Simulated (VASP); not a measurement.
# NaH (Fm-3m) in VASP: further runs

The runs below take NaH through single point, relaxation of cell and atoms, with HF, HSE06.

Program: VASP 6.6.1. These are calculated values, not measurements. Logs are shortened: lines on timing, memory, paths and dates and some standing lists are left out, and cuts for length are marked.

**1. The cell of the first run**

Symmetry: Fm-3m, No. 225, cubic system. Conventional cell: a = 4.795 Å, b = 4.795 Å, c = 4.795 Å, α = 90.00°, β = 90.00°, γ = 90.00°. Na (site symmetry m-3m) has 6 H at 2.40 Å within 3.2 Å. H (site symmetry m-3m) has 6 Na at 2.40 Å within 3.2 Å.

**2. Single point, HF**

The input, POSCAR:

```
NaH
1.0
    0.0000000000      2.3975116377      2.3975116377
    2.3975116377      0.0000000000      2.3975116377
    2.3975116377      2.3975116377      0.0000000000
Na H
1 1
Direct
    0.0000000000      0.0000000000      0.0000000000
    0.5000000000      0.5000000000      0.5000000000
```

The input, INCAR.step1:

```
PREC     = Accurate       # precision mode
ENCUT    = 520            # plane-wave cutoff, eV
EDIFF    = 1E-5           # SCF threshold, eV
ISMEAR   = 0              # smearing method
SIGMA    = 0.01           # smearing width, eV
LREAL    = F              # projectors in reciprocal space
LASPH    = T              # aspherical terms in the spheres
NELM     = 60             # most SCF steps
ALGO     = Normal         # electronic algorithm
ISIF     = 2              # what is computed and relaxed
LWAVE    = T              # write WAVECAR
LCHARG   = F              # write CHGCAR
NBANDS   = 11             # bands
GGA      = PE             # functional
```

The input, INCAR.step2:

```
PREC     = Accurate       # precision mode
ENCUT    = 520            # plane-wave cutoff, eV
EDIFF    = 1E-6           # SCF threshold, eV
ISMEAR   = 0              # smearing method
SIGMA    = 0.01           # smearing width, eV
LREAL    = F              # projectors in reciprocal space
LASPH    = T              # aspherical terms in the spheres
NELM     = 60             # most SCF steps
ALGO     = Normal         # electronic algorithm
ISIF     = 2              # what is computed and relaxed
LWAVE    = F              # write WAVECAR
LCHARG   = F              # write CHGCAR
GGA      = PE             # functional
LHFCALC  = T              # exact exchange
AEXX     = 1.0            # exact-exchange fraction
ALDAC    = 0.0          
AGGAC    = 0.0          
PRECFOCK = Normal       
NBANDS   = 11             # bands
ISTART   = 1
```

The input, KPOINTS:

```
regular mesh
0
Gamma
  6 6 6
```

Potentials or basis: VASP PAW PBE potentials, release 64 (Na_pv, H).

The run is started by

```bash
$ cat potpaw_PBE.64/Na_pv/POTCAR potpaw_PBE.64/H/POTCAR > POTCAR
$ cp INCAR.step1 INCAR
$ mpirun -np 1 vasp_std > vasp.out
$ cp INCAR.step2 INCAR
$ mpirun -np 1 vasp_std > vasp.out
```

OUTCAR:

```text
PREC = Accurate
   ENCUT = 520
   EDIFF = 1E-6
   ISMEAR = 0
   LREAL = F
   LASPH = T
   NELM = 60
   ISIF = 2
   GGA = PE
   LHFCALC = T
   AEXX = 1.0
   PRECFOCK = Normal
   ISTART = 1

 ion  position               nearest neighbor table
   1  0.000  0.000  0.000-
   2  0.500  0.500  0.500-

  LATTYP: Found a face centered cubic cell.
 ALAT       =     4.7950232754

  Lattice vectors:

 A1 = (   0.0000000000,   2.3975116377,   2.3975116377)
 A2 = (   2.3975116377,   0.0000000000,   2.3975116377)
 A3 = (   2.3975116377,   2.3975116377,   0.0000000000)

Analysis of symmetry for initial positions (statically):
=====================================================================
 Subroutine PRICEL returns:
 Original cell was already a primitive cell.

 Routine SETGRP: Setting up the symmetry group for a
 face centered cubic supercell.

 Subroutine GETGRP returns: Found 48 space group operations
 (whereof 48 operations were pure point group operations)
 out of a pool of 48 trial point group operations.

The static configuration has the point symmetry O_h .

Analysis of symmetry for dynamics (positions and initial velocities):
=====================================================================
 Subroutine PRICEL returns:
 Original cell was already a primitive cell.

 Routine SETGRP: Setting up the symmetry group for a
 face centered cubic supercell.

 Subroutine GETGRP returns: Found 48 space group operations
 (whereof 48 operations were pure point group operations)
 out of a pool of 48 trial point group operations.

The dynamic configuration has the point symmetry O_h .

 Subroutine INISYM returns: Found 48 space group operations
 (whereof 48 operations are pure point group operations),
 and found     1 'primitive' translations

----------------------------------------------------------------------------------------

                                     Primitive cell

  volume of cell :      27.5621

  direct lattice vectors                    reciprocal lattice vectors
     0.000000000  2.397511638  2.397511638    -0.208549561  0.208549561  0.208549561
     2.397511638  0.000000000  2.397511638     0.208549561 -0.208549561  0.208549561
     2.397511638  2.397511638  0.000000000     0.208549561  0.208549561 -0.208549561

  length of vectors
     3.390593474  3.390593474  3.390593474     0.361218436  0.361218436  0.361218436

  position of ions in fractional coordinates (direct lattice)
     0.000000000  0.000000000  0.000000000
     0.500000000  0.500000000  0.500000000

  ion indices of the primitive-cell ions
   primitive index   ion index
                 1           1
                 2           2

----------------------------------------------------------------------------------------

 KPOINTS: regular mesh

Automatic generation of k-mesh.
 Grid dimensions read from file:
 generate k-points for:    6    6    6

 Generating k-lattice:

  Cartesian coordinates                     Fractional coordinates (reciprocal lattice)
    -0.034758260  0.034758260  0.034758260     0.166666667  0.000000000  0.000000000
     0.034758260 -0.034758260  0.034758260     0.000000000  0.166666667  0.000000000
     0.034758260  0.034758260 -0.034758260     0.000000000  0.000000000  0.166666667

  Length of vectors
     0.060203073  0.060203073  0.060203073

  Shift w.r.t. Gamma in fractional coordinates (k-lattice)
     0.000000000  0.000000000  0.000000000

 Subroutine IBZKPT returns following result:
 ===========================================

 Found     16 irreducible k-points:

 Following reciprocal coordinates:
            Coordinates               Weight
  0.000000  0.000000  0.000000      1.000000
  0.166667  0.000000  0.000000      8.000000
  0.333333  0.000000  0.000000      8.000000
  0.500000  0.000000  0.000000      4.000000
  0.166667  0.166667  0.000000      6.000000
  0.333333  0.166667  0.000000     24.000000
[... 8 lines left out ...]
 -0.333333  0.333333  0.166667     24.000000
 -0.333333  0.500000  0.166667     12.000000
   k-points           NKPTS =     16   k-points in BZ     NKDIM =    216   number of bands    NBANDS=     11
   number of dos      NEDOS =    301   number of ions     NIONS =      2
   total plane-waves  NPLWV =  21952
   dimension x,y,z NGX =    28 NGY =   28 NGZ =   28
   dimension x,y,z NGXF=    56 NGYF=   56 NGZF=   56
   ions per type =               1   1
   NGX,Y,Z   is equivalent  to a cutoff of  13.73, 13.73, 13.73 a.u.
   NGXF,Y,Z  is equivalent  to a cutoff of  27.46, 27.46, 27.46 a.u.
 SYSTEM =  unknown system
   PREC   = accura    normal or accurate (medium, high low for compatibility)
   ISTART =      1    job   : 0-new  1-cont  2-samecut
   ICHARG =      0    charge: 1-file 2-atom 10-const
   ISPIN  =      1    spin polarized calculation?
   LNONCOLLINEAR =      F non collinear calculations
   LSORBIT =      F    spin-orbit coupling
   LASPH  =      T    aspherical Exc in radial PAW
   ENCUT  =  520.0 eV  38.22 Ry    6.18 a.u.   6.30  6.30  6.30*2*pi/ulx,y,z
   NELM   =     60;   NELMIN=  2; NELMDL=  0     # of ELM steps
   EDIFF  = 0.1E-05   stopping-criterion for ELM
   LREAL  =      F    real-space projection
   EDIFFG = 0.1E-04   stopping-criterion for IOM
   NSW    =      0    number of steps for IOM
   IBRION =     -1    ionic relax: 0-MD 1-quasi-New 2-CG
   NFREE  =      0    steps in history (QN), initial steepest desc. (CG)
   ISIF   =      2    stress and relaxation
   ISYM   =      3    0-nonsym 1-usesym 2-fastsym
   POTIM  = 0.5000    time-step for ionic-motion
   TEBEG  =    0.0;   TEEND  =   0.0 temperature during run
   PSTRESS=    0.0 pullay stress
   NELECT =       8.0000    total number of electrons
   NUPDOWN=      -1.0000    fix difference up-down
   EMIN   =  10.00;   EMAX   =-10.00  energy-range for DOS
   EFERMI =   0.00;   METHOD = LEGACY
   ISMEAR =     0;   SIGMA  =   0.01  broadening in eV -4-tet -1-fermi 0-gaus
   EFERMI_NEDOS =   21; number of points for ismear=-14 and -15
   IALGO  =     38    algorithm
   IMIX   =      1    mixing-type and parameters
     AMIX     =   0.40;   BMIX     =  1.00
     AMIX_MAG =   1.60;   BMIX_MAG =  1.00
  volume/ion in A,a.u.               =      13.78        93.00
  Fermi-wavevector in a.u.,A,eV,Ry     =   1.083929  2.048328 15.985508  1.174902
  Thomas-Fermi vector in A             =   2.220007
   LORBIT       =      0    0 simple, 1 ext, 2 COOP (PROOUT), +10 PAW based schemes
   GGA     = PE    functional components
   LHFCALC =     T    Hartree Fock is set to
   PRECFOCK=normal    Normal, Fast or Accurate (Low or Medium for compatibility)
   ENCUT4O =  -1.0   cutoff for four orbital integrals eV
   NKREDX  =     1    reduce k-point grid by
   NKREDY  =     1    reduce k-point grid by
   NKREDZ  =     1    reduce k-point grid by
   AEXX    =    1.0000 exact exchange contribution
   HFSCREEN=    0.0000 screening length (either q_TF or 0.3 A-1)
   HFSCREENC=   0.0000 screening length for correlation (either q_TF or 0.3 A-1)
   ENCUTFOCK=  -1.0 apply spherical cutoff to Coloumb kernel
   IVDW    =     0    specifies the selected vdW correction
   LEPSILON=     F    determine dielectric tensor
   LRPA    =     F    only Hartree local field effects (RPA)
 non-spin polarized calculation
 Gauss-broadening in eV      SIGMA  =   0.01
  energy-cutoff  :      520.00
  volume of cell :       27.56
 maximum number of plane-waves:       754
 NGX is ok and might be reduce to    28
  NGX = 20; NGY = 20; NGZ = 20

 number of electron       7.9999992 magnetization

 Free energy of the ion-electron system (eV)
  ---------------------------------------------------
  ext. energy  EPLUGINS =         0.00000000
  ---------------------------------------------------
  free energy    TOTEN  =        -8.51346636 eV

  energy without entropy =       -8.51346636  energy(sigma->0) =       -8.51346636

 E-fermi :  -4.7769     XC(G=0):   0.0000

 val. band max:       -4.9072352397   @ k =  -0.3333   0.5000   0.1667
 cond. band min:       6.8510595511   @ k =   0.5000   0.0000   0.0000
 fundamental gap:     11.7582947908
 Fermi energy:        -4.7768843795

 k-point     1 :       0.0000    0.0000    0.0000
  band No.  band energies     occupation
      1     -35.8332      2.00000
      2     -35.8332      2.00000
      3     -35.8332      2.00000
      4      -9.6225      2.00000
      5      15.3738      0.00000
      6      20.1406      0.00000
      7      20.1406      0.00000
      8      20.1406      0.00000
      9      21.5566      0.00000
     10      21.5566      0.00000
     11      21.5566      0.00000

 k-point     2 :       0.1667    0.0000    0.0000
  band No.  band energies     occupation
      1     -35.8543      2.00000
      2     -35.8352      2.00000
      3     -35.8352      2.00000
      4      -8.9510      2.00000
      5      13.1425      0.00000
      6      16.7691      0.00000
      7      19.1061      0.00000
      8      19.1061      0.00000
      9      22.6056      0.00000
     10      22.6056      0.00000
     11      22.7304      0.00000

 k-point     3 :       0.3333    0.0000    0.0000
  band No.  band energies     occupation
      1     -35.8959      2.00000
      2     -35.8392      2.00000
      3     -35.8392      2.00000
      4      -7.2290      2.00000
      5       8.9681      0.00000
      6      15.5144      0.00000
      7      18.1988      0.00000
      8      18.1988      0.00000
      9      21.7568      0.00000
     10      21.7568      0.00000
     11      23.9510      0.00000
[... 155 lines left out ...]
 k-point    15 :      -0.3333    0.3333    0.1667
  band No.  band energies     occupation
      1     -35.8920      2.00000
      2     -35.8687      2.00000
      3     -35.8525      2.00000
      4      -5.1877      2.00000
      5       8.3966      0.00000
      6      10.4254      0.00000
      7      13.9700      0.00000
      8      20.4407      0.00000
      9      21.4314      0.00000
     10      24.1457      0.00000
     11      26.3884      0.00000

 k-point    16 :      -0.3333    0.5000    0.1667
  band No.  band energies     occupation
      1     -35.8879      2.00000
      2     -35.8678      2.00000
      3     -35.8613      2.00000
      4      -4.9072      2.00000
      5       8.4791      0.00000
      6      10.7075      0.00000
      7      12.7628      0.00000
      8      19.4399      0.00000
      9      20.1864      0.00000
     10      25.8193      0.00000
     11      26.4739      0.00000

------------------------ aborting loop because EDIFF is reached ----------------------------------------

  FORCE on cell =-STRESS in cart. coord.  units (eV):
  Direction    XX          YY          ZZ          XY          YZ          ZX
  --------------------------------------------------------------------------------------
  -------------------------------------------------------------------------------------
  Total        0.3391731      0.3391731      0.3391731     -0.0000000      0.0000000      0.0000000
  in kB       19.7160475     19.7160475     19.7160475     -0.0000000      0.0000000      0.0000000
  external PRESSURE =      19.7160475 kB  Pullay stress =       0.0000000 kB

 VOLUME and BASIS-vectors are now :
 -----------------------------------------------------------------------------
  energy-cutoff  :      520.00
  volume of cell :       27.56
      direct lattice vectors                 reciprocal lattice vectors
     0.000000000  2.397511638  2.397511638    -0.208549561  0.208549561  0.208549561
     2.397511638  0.000000000  2.397511638     0.208549561 -0.208549561  0.208549561
     2.397511638  2.397511638  0.000000000     0.208549561  0.208549561 -0.208549561

 POSITION                                       TOTAL-FORCE (eV/Angst)
 -----------------------------------------------------------------------------------
      0.00000      0.00000      0.00000        -0.000000      0.000000     -0.000000
      2.39751      2.39751      2.39751         0.000000      0.000000      0.000000
 -----------------------------------------------------------------------------------
    total drift:                                0.000000     -0.000000     -0.000000

  FREE ENERGIE OF THE ION-ELECTRON SYSTEM (eV)
  ---------------------------------------------------
  free  energy   TOTEN  =        -8.5134663614 eV

  energy  without entropy=       -8.5134663614  energy(sigma->0) =       -8.51346636
```

Wall time 3.8 min (1 thread of Intel Xeon 6975P-C (Granite Rapids), shared host); peak memory 0.15 GiB.

Results:

```yaml
Free_energy: -8.5135 eV
Pressure: 2.0 GPa
Band_gap_on_the_k_mesh: 11.76 eV (least direct gap 12.78 eV)
```

Caveat: the PAW data sets were made with another functional, which shifts forces and pressure a little.

**3. Single point, HSE06**

This run uses another cell than the first one, of 13.86 Å³/atom.

The input, POSCAR:

```
NaH
1.0
    0.0000000000      2.4021031693      2.4021031693
    2.4021031693      0.0000000000      2.4021031693
    2.4021031693      2.4021031693      0.0000000000
Na H
1 1
Direct
    0.0000000000      0.0000000000      0.0000000000
    0.5000000000      0.5000000000      0.5000000000
```

The input, INCAR.step1:

```
SYSTEM = NaH
  PREC = Accurate
  ENCUT = 520
  EDIFF = 1E-5
  ISMEAR = -1
  SIGMA = 0.02
  LREAL = .False.
  LASPH = .True.
  NELM = 80
  ALGO = Normal
  ISIF = 2
  LWAVE = .True.
  LCHARG = .False.
  GGA = PE
  NBANDS = 11
```

The input, INCAR.step2:

```
SYSTEM = NaH
  PREC = Accurate
  ENCUT = 520
  EDIFF = 1E-7
  ISMEAR = -1
  SIGMA = 0.02
  LREAL = .False.
  LASPH = .True.
  NELM = 80
  ALGO = Normal
  ISIF = 2
  LWAVE = .False.
  LCHARG = .False.
  GGA = PE
  LHFCALC = .True.
  HFSCREEN = 0.2079
  PRECFOCK = Normal
  ISTART = 1
  NBANDS = 11
```

The input, KPOINTS:

```
regular mesh
0
Gamma
  6 6 6
  0 0 0
```

Potentials or basis: VASP PAW PBE potentials, release 64 (Na_pv, H).

The run is started by

```bash
$ cat potpaw_PBE.64/Na_pv/POTCAR potpaw_PBE.64/H/POTCAR > POTCAR
$ cp INCAR.step1 INCAR
$ mpirun -np 1 vasp_std > vasp.out
$ cp INCAR.step2 INCAR
$ mpirun -np 1 vasp_std > vasp.out
```

Run time: 3.6 min. Hardware: 1 thread of Intel Xeon 6975P-C (Granite Rapids), shared host; peak memory 0.25 GiB.

The run converged. Its results:

```
Free energy            : -5.7629 eV
Pressure               : 0.0 GPa
Band gap on the k mesh : 4.88 eV (least direct gap 5.79 eV)
```

Levels at points of the mesh, in eV from the valence-band top:
```csv
k point,band 1,band 2,band 3,band 4,band 5,band 6,band 7,band 8
"(0.00, 0.00, 0.00)",-24.32,-24.32,-24.32,-3.96,12.18,17.18,17.18,17.18
"(0.50, 0.00, 0.00)",-24.41,-24.33,-24.33,-0.91,4.88,12.33,14.95,14.95
"(0.50, 0.50, 0.00)",-24.40,-24.35,-24.35,-0.14,5.75,11.37,12.14,12.14
```

Caveat: the PAW data sets were made with another functional, which shifts forces and pressure a little.

**4. Relaxation of cell and atoms, HSE06**

The input, POSCAR:

```
NaH
1.0
    0.0000000000      2.3975116377      2.3975116377
    2.3975116377      0.0000000000      2.3975116377
    2.3975116377      2.3975116377      0.0000000000
Na H
1 1
Direct
    0.0000000000      0.0000000000      0.0000000000
    0.5000000000      0.5000000000      0.5000000000
```

The input, INCAR.step1:

```
SYSTEM = NaH
PREC = Accurate
ENCUT = 600
EDIFF = 1E-5
ISMEAR = -1
SIGMA = 0.02
LREAL = .False.
LASPH = .True.
NELM = 100
ALGO = Normal
LWAVE = .True.
LCHARG = .False.
GGA = PE
NBANDS = 11
```

The input, INCAR.step2:

```
SYSTEM = NaH
PREC = Accurate
ENCUT = 600
EDIFF = 1E-6
ISMEAR = -1
SIGMA = 0.02
LREAL = .False.
LASPH = .True.
NELM = 100
ALGO = Normal
ISIF = 3
LWAVE = .False.
LCHARG = .False.
GGA = PE
LHFCALC = .True.
HFSCREEN = 0.2079
PRECFOCK = Normal
IBRION = 2
NSW = 80
EDIFFG = -0.005
ISTART = 1
```

The input, KPOINTS:

```
Automatic mesh
0
Gamma
  6 6 6
  0 0 0
```

The run is started by

```bash
$ cat potpaw_PBE.64/Na_pv/POTCAR potpaw_PBE.64/H/POTCAR > POTCAR
$ cp INCAR.step1 INCAR
$ mpirun -np 1 vasp_std > vasp.out
$ cp INCAR.step2 INCAR
$ mpirun -np 1 vasp_std > vasp.out
```

Wall time 10 min (1 thread of Intel Xeon 6975P-C (Granite Rapids), shared host); peak memory 0.26 GiB.

The run converged. Its results:

| Quantity | Value |
| --- | --- |
| Free energy | -5.7632 eV |
| Relaxed volume | 13.89 Å³/atom |
| Relaxed cell | a = 3.399 Å, b = 3.399 Å, c = 3.399 Å, α = 60.00°, β = 60.00°, γ = 60.00° |
| Space group after relaxing (to 0.1 Å) | Fm-3m (No. 225) |
| Energy gained by relaxing | 0.1 meV/atom |
| Ionic steps | 5 |
| Pressure after relaxing | 0.0 GPa |
| Band gap on the k mesh | 4.88 eV (least direct gap 5.79 eV) |

The path:
| step | energy change (eV) | largest force (eV/Å) | pressure (GPa) | volume (Å³) |
| --- | --- | --- | --- | --- |
| 1 | 0.0000 | 0.0000 | 0.19 | 27.56 |
| 2 | -0.0001 | 0.0000 | 0.11 | 27.63 |
| 3 | -0.0001 | 0.0000 | 0.11 | 27.65 |
| 4 | -0.0001 | 0.0000 | 0.06 | 27.69 |
| 5 | -0.0002 | 0.0000 | 0.00 | 27.77 |

Final structure:
```xyz
2
Lattice="0.0000 2.4036 2.4036 2.4036 0.0000 2.4036 2.4036 2.4036 0.0000" Properties=species:S:1:pos:R:3 pbc="T T T"
Na    0.0000    0.0000    0.0000
H     2.4036    2.4036    2.4036
```

Levels at points of the mesh, in eV from the valence-band top:
| k point | band 1 | band 2 | band 3 | band 4 | band 5 | band 6 | band 7 | band 8 |
| --- | --- | --- | --- | --- | --- | --- | --- | --- |
| (0.00, 0.00, 0.00) | -24.32 | -24.32 | -24.32 | -3.95 | 12.16 | 17.16 | 17.16 | 17.16 |
| (0.50, 0.00, 0.00) | -24.41 | -24.33 | -24.33 | -0.91 | 4.88 | 12.32 | 14.94 | 14.94 |
| (0.50, 0.50, 0.00) | -24.40 | -24.35 | -24.35 | -0.14 | 5.75 | 11.36 | 12.13 | 12.13 |

Caveat: the PAW data sets were made with another functional, which shifts forces and pressure a little. Zero-point motion and thermal expansion aren't in these numbers.

**5. The runs side by side**

| task | level | cell | cutoff (eV) | smearing | share of exact exchange | screening parameter | gap on the mesh (eV) | pressure (GPa) |
| --- | --- | --- | --- | --- | --- | --- | --- | --- |
| single point | HF | a = 3.391 Å, angles 60.0°, 2 atoms | 520 | gaussian 0.01 eV | 1 | - | 11.76 | 2.0 |
| single point | HSE06 | a = 3.397 Å, angles 60.0°, 2 atoms | 520 | fermi-dirac 0.02 eV | 0.25 | 0.2079 1/Å | 4.88 | 0.0 |
| relaxation of cell and atoms | HSE06 | relaxed from a = 3.391 Å, angles 60.0°, 2 atoms | 600 | fermi-dirac 0.02 eV | 0.25 | 0.2079 1/Å | 4.88 | 0.0 |

Alike in all rows: potentials or basis VASP PAW PBE potentials, release 64 (Na_pv, H); no spin polarisation; k mesh 6 × 6 × 6.

Caveats: the PAW data sets were made with another functional, which shifts forces and pressure a little.

Total energies depend on the potentials used, so only differences within one code and one set of settings carry meaning.
